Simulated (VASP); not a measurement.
Write the native input for VASP 6.6.1 that does the following.

* Task: single point
* Functional: PBE
* Potentials or basis: VASP PAW PBE potentials, release 64 (Ge_d)
* Cutoff: 520 eV
* k mesh: 12 × 12 × 6
* Occupations: gaussian, width 0.1 eV
* Spin: no spin polarisation
* Dipole correction: no
* Further INCAR settings: ALGO = Normal; EDIFF = 1e-06; NBANDS = 36

The structure of Ge lies in POSCAR:

```
Ge
1.0
    4.1528121014      0.0000000000      0.0000000000
   -2.0764060507      3.5964407770      0.0000000000
    0.0000000000      0.0000000000      6.2616877803
Ge
4
Direct
    0.6666666667      0.3333333333      0.0250188917
    0.3333333333      0.6666666667      0.5250188917
    0.6666666667      0.3333333333      0.4749811083
    0.3333333333      0.6666666667      0.9749811083
```

This isn't the form of Ge at room conditions, which is diamond.

This cell differs from its parent crystal: strained.

The input as run:

INCAR

```
ALGO = Normal
EDIFF = 1E-6
ENCUT = 520
GGA = PE
ISIF = 2
ISMEAR = 0
LASPH = True
LCHARG = True
LELF = True
LREAL = False
LVHAR = True
LWAVE = False
NBANDS = 36
NELM = 60
PREC = Accurate
SIGMA = 0.1
```

KPOINTS

```
k-points
0
Gamma
  12 12 6
```

Potentials or basis: VASP PAW PBE potentials, release 64 (Ge_d).

Command:

```bash
$ cat potpaw_PBE.64/Ge_d/POTCAR > POTCAR
$ mpirun -np 1 vasp_std > vasp.out
```

Results of the run:

| Quantity | Value |
| --- | --- |
| Pressure | 2.2 GPa |
| Largest force | 1.594 eV/Å |
| Band gap on the k mesh | zero (bands 28 and 29 overlap by 1.55 eV) |

Caveat: the cell differs from its parent crystal (strained); the stress differs along the axes, from -2 to 4 GPa; forces of over 1 eV/Å act on the atoms, so gaps and moduli don't describe the material at rest.

It took 4.9 min on 1 thread of Intel Xeon 8259CL (shared host), peak memory 0.32 GiB.
